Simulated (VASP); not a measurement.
MgZn5O6, 12 atoms in the cell. Symmetry: P4/mmm, No. 123, tetragonal system. Conventional cell: a = 3.243 Å, b = 3.243 Å, c = 13.758 Å, α = 90.00°, β = 90.00°, γ = 90.00°. Within 3.0 Å of Mg (site symmetry 4/mmm) lie 6 O at 2.29 Å. Within 3.0 Å of Zn (site symmetry 4mm) lie 6 O at 2.29 Å. Within 3.0 Å of Zn (site symmetry 4mm) lie 6 O at 2.29 Å. Zn (site symmetry 4/mmm) has 6 O at 2.29 Å within 3.0 Å. O (site symmetry 4/mmm) has 4 Mg at 2.29 Å and 2 Zn at 2.29 Å within 3.0 Å. Within 3.0 Å of O (site symmetry 4mm) lie 5 Zn at 2.29 Å and 1 Mg at 2.29 Å. O (site symmetry 4mm) has 6 Zn at 2.29 Å within 3.0 Å. Within 3.0 Å of O (site symmetry 4/mmm) lie 6 Zn at 2.29 Å. 

| Property | Result |
| --- | --- |
| Program | VASP 6.6.1 |
| Task | single point |
| Functional | PBE |
| Potentials or basis | VASP PAW PBE potentials, release 64 (Mg, Zn, O) |
| Cutoff | 520 eV |
| k mesh | 6 × 6 × 2 |
| Occupations | gaussian, width 0.1 eV |
| Spin | no spin polarisation |
| Dipole correction | no |
| Further INCAR settings | ALGO = Normal; EDIFF = 1e-07; NBANDS = 61 |

Potentials or basis: VASP PAW PBE potentials, release 64 (Mg, Zn, O).

Run with:

```bash
$ cat potpaw_PBE.64/Mg/POTCAR potpaw_PBE.64/Zn/POTCAR potpaw_PBE.64/O/POTCAR > POTCAR
$ mpirun -np 1 vasp_std > vasp.out
```

Hardware: 1 thread of Intel(R) Xeon(R) 6975P-C (Granite Rapids), with other jobs on the host.

Question: How long does it take, and how much memory?

Answer: Run time: 120 s on 1 thread of Intel(R) Xeon(R) 6975P-C (Granite Rapids), with other jobs on the host, peak memory 0.3 GiB. Counts: scf iterations 18, k points 20.
